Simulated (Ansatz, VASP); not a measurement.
## CaScBO4 in VASP and in Ansatz

```
CELL_PARAMETERS angstrom
10.28300 0.00000 0.00000
0.00000 3.36360 0.00000
0.00000 0.00000 9.80928
ATOMIC_POSITIONS crystal
Ca 0.58973 0.75000 0.83549
Ca 0.91027 0.25000 0.33549
Ca 0.08973 0.75000 0.66451
Ca 0.41027 0.25000 0.16451
Sc 0.38799 0.25000 0.56633
Sc 0.11201 0.75000 0.06633
Sc 0.88799 0.25000 0.93367
Sc 0.61201 0.75000 0.43367
B 0.31002 0.25000 0.86301
B 0.18998 0.75000 0.36301
B 0.81002 0.25000 0.63699
B 0.68998 0.75000 0.13699
O 0.49899 0.75000 0.61202
O 0.00101 0.25000 0.11202
O 0.99899 0.75000 0.88798
O 0.50101 0.25000 0.38798
O 0.24837 0.25000 0.73589
O 0.25163 0.75000 0.23589
O 0.74837 0.25000 0.76411
O 0.75163 0.75000 0.26411
O 0.26225 0.75000 0.48470
O 0.23775 0.25000 0.98470
O 0.76225 0.75000 0.01530
O 0.73775 0.25000 0.51530
O 0.44312 0.25000 0.87275
O 0.05688 0.75000 0.37275
O 0.94312 0.25000 0.62725
O 0.55688 0.75000 0.12725
```

Change from the starting cell: z stretched by +4 %, ions relaxed.

Alike in both runs: functional PBE; k mesh 2 × 6 × 3; occupations fermi-dirac, width 0.02 eV; no spin polarisation.

Ansatz relaxed the structure, and its values are those at the end. VASP's run is a single point on that final structure, the one shown.

|  | VASP | Ansatz |
| --- | --- | --- |
| version | VASP 6.6.1 | Ansatz 0.2.0 |
| potentials or method | VASP PAW PBE potentials, release 64 (Ca_sv, Sc_sv, B, O) | plane-wave PAW, scalar-relativistic |
| plane-wave cutoff (eV) | 520 | 420 |
| valence electrons in the cell | 192 | 192 |

Ansatz gave:

* gap on the k mesh at the Fermi level (eV): 4.08
* pressure (GPa): -2.0
* rms of the force components (eV/Å): 0.007

**Question.** Estimate VASP's values.

**Answer.** gap on the k mesh at the Fermi level (eV): 4.06; pressure (GPa): -1.3; rms of the force components (eV/Å): 0.027.

Ansatz's warnings: stress scf threshold loose.
